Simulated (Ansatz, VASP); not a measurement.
Y: VASP beside Ansatz

Contents of INCAR:

```
PREC = Accurate
ENCUT = 500
EDIFF = 1E-6
ISMEAR = -1
SIGMA = 0.05
LREAL = False
LASPH = True
NELM = 120
ALGO = Normal
ISIF = 2
LWAVE = False
LCHARG = True
GGA = CA
LELF = True
LVHAR = True
NBANDS = 18
GGA_COMPAT = False
```

File KPOINTS:

```
regular mesh
0
Gamma
  16 16 9
```

Contents of POSCAR:

```
Y
1.0
    3.5414388809      0.0000000000      0.0000000000
   -1.7707194404      3.0669760368      0.0000000000
    0.0000000000      0.0000000000      5.5143512357
Y
2
Direct
    0.3333333333      0.6666666667      0.2500000000
    0.6666666667      0.3333333333      0.7500000000
```

Input for Ansatz:

```yaml
crystal:
  lattice:
    - [3.5414388809, 0.0, 0.0]
    - [-1.7707194404, 3.0669760368, 0.0]
    - [0.0, 0.0, 5.5143512357]
  atoms:
    - { symbol: "Y", position: [0.3333333333, 0.6666666667, 0.25] }
    - { symbol: "Y", position: [0.6666666667, 0.3333333333, 0.75] }
kpoints:
  mp_grid: { grid: [16, 16, 9] }
scf:
  occupations: { method: fermi_dirac, width: 0.05 }
hamiltonian:
  xc: lda
  pseudopotentials: { kind: all_electron, lapw: { basis_error: 0.0005 } }
output:
  forces: true
  stress: true
  eigenvalues: true
```

Alike in both runs: task single point; functional LDA; k mesh 16 × 16 × 9; occupations fermi-dirac, width 0.05 eV; no spin polarisation.

|  | VASP | Ansatz |
| --- | --- | --- |
| version | VASP 6.6.1 | Ansatz 0.2.0 |
| potentials or method | VASP PAW LDA potentials, release 64 (Y_sv), cutoff 500 eV | all-electron LAPW, scalar-relativistic |

|  | VASP | Ansatz | Ansatz less VASP |
| --- | --- | --- | --- |
| pressure (GPa) | -0.1 | 0.0 | +0.14 |

LDA's correlation is that of Perdew and Zunger in VASP and of Perdew and Wang (1992) in Ansatz. Ansatz ran all-electron here, and VASP with PAW potentials.
